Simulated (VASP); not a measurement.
# HfB2: single point with r2SCAN

HfB2:

```
Hf B
1.0
     3.20158    0.00000    0.00000
    -1.60079    2.77265    0.00000
     0.00000    0.00000    3.54825
Hf B
1 2
Direct
  0.00000 0.00000 0.00000
  0.66667 0.33333 0.50000
  0.33333 0.66667 0.50000
```

* Program: VASP 6.6.1
* Task: single point
* Functional: r2SCAN
* Potentials or basis: VASP PAW PBE potentials, release 64 (Hf_pv, B)
* Cutoff: 550 eV
* k mesh: 10 × 10 × 8
* Occupations: fermi-dirac, width 0.05 eV
* Spin: no spin polarisation

The pressure is -14.6 GPa and the band gap on the k mesh is zero (bands 8 and 9 overlap by 0.81 eV).

Stress tensor (GPa, compression positive):
```
-15.61   0.00   0.00
  0.00 -15.61   0.00
  0.00   0.00 -12.66
```

Levels at points of the mesh, in eV from the Fermi level:
| k point | band 5 | band 6 | band 7 | band 8 | band 9 | band 10 | band 11 | band 12 |
| --- | --- | --- | --- | --- | --- | --- | --- | --- |
| (0.00, 0.00, 0.00) | -3.01 | -2.90 | -2.86 | -2.86 | 4.01 | 4.01 | 4.69 | 4.69 |
| (0.50, 0.00, 0.00) | -9.68 | -4.08 | -3.54 | -2.74 | 2.11 | 2.76 | 5.47 | 5.61 |
| (0.00, 0.00, 0.50) | -8.55 | -1.18 | -1.18 | 0.40 | 0.40 | 1.09 | 1.09 | 2.31 |
| (0.50, 0.00, 0.50) | -7.93 | -4.97 | -4.69 | -3.05 | 3.85 | 4.16 | 6.08 | 6.96 |

Wall time 110 s on 1 thread of Intel(R) Xeon(R) Platinum 8375C CPU @ 2.90GHz (Ice Lake) (shared host), peak memory 0.17 GiB.

Caveat: the cell stands under tension; the PAW data sets were made with another functional, which shifts forces and pressure a little; spin-orbit coupling is left out, which moves the levels of the heavy elements.
